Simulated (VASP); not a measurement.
Write the native input for VASP 6.6.1 that does the following.

```yaml
Task: single point
Functional: PBE
Potentials_or_basis: VASP PAW PBE potentials, release 64 (Si, W_sv)
Cutoff: 520 eV
k_mesh: 9 × 9 × 6
Occupations: gaussian, width 0.03 eV
Spin: no spin polarisation
Dipole_correction: no
Further_INCAR_settings: ALGO = Normal; EDIFF = 1e-06; NBANDS = 43
```

The structure of Si2W lies in POSCAR:

```
Si2W
1.0
    4.7444861815      0.0000000000      0.0000000000
   -2.3722430908      4.1088455611      0.0000000000
    0.0000000000      0.0000000000      6.2873930878
Si W
6 3
Direct
    0.8300872726      0.6601745453      0.5000000000
    0.1699127274      0.8300872726      0.8333333333
    0.6601745453      0.8300872726      0.1666666667
    0.1699127274      0.3398254547      0.5000000000
    0.8300872726      0.1699127274      0.8333333333
    0.3398254547      0.1699127274      0.1666666667
    0.0000000000      0.5000000000      0.1666666667
    0.5000000000      0.5000000000      0.8333333333
    0.5000000000      0.0000000000      0.5000000000
```

This cell differs from its parent crystal: atoms shifted along a free coordinate, c/a of the conventional cell at fixed volume 1.3252.

One way to write it, as run:

INCAR

```
PREC = Accurate
ENCUT = 520
EDIFF = 1E-6
ISMEAR = 0
SIGMA = 0.03
LREAL = F
LASPH = T
NELM = 80
ALGO = Normal
ISIF = 2
LWAVE = F
LCHARG = F
GGA = PE
NBANDS = 43
```

KPOINTS

```
Automatic mesh
0
Gamma
  9 9 6
```

Potentials or basis: VASP PAW PBE potentials, release 64 (Si, W_sv).

Launch:

```sh
$ cat potpaw_PBE.64/Si/POTCAR potpaw_PBE.64/W_sv/POTCAR > POTCAR
$ mpirun -np 1 vasp_std > vasp.out
```

Results of the run:

```json
{"Pressure": "4.0 GPa", "Largest force": "0.852 eV/Å", "Band gap on the k mesh": "0.18 eV (least direct gap 0.40 eV)"}
```

Caveat: the cell stands under pressure; spin-orbit coupling is left out, which moves the levels of the heavy elements; an odd mesh through Γ misses points on the zone boundary, where band edges can lie.

It took 110 s on 1 thread of Intel(R) Xeon(R) Platinum 8488C (Sapphire Rapids), on a shared host, peak memory 0.35 GiB.
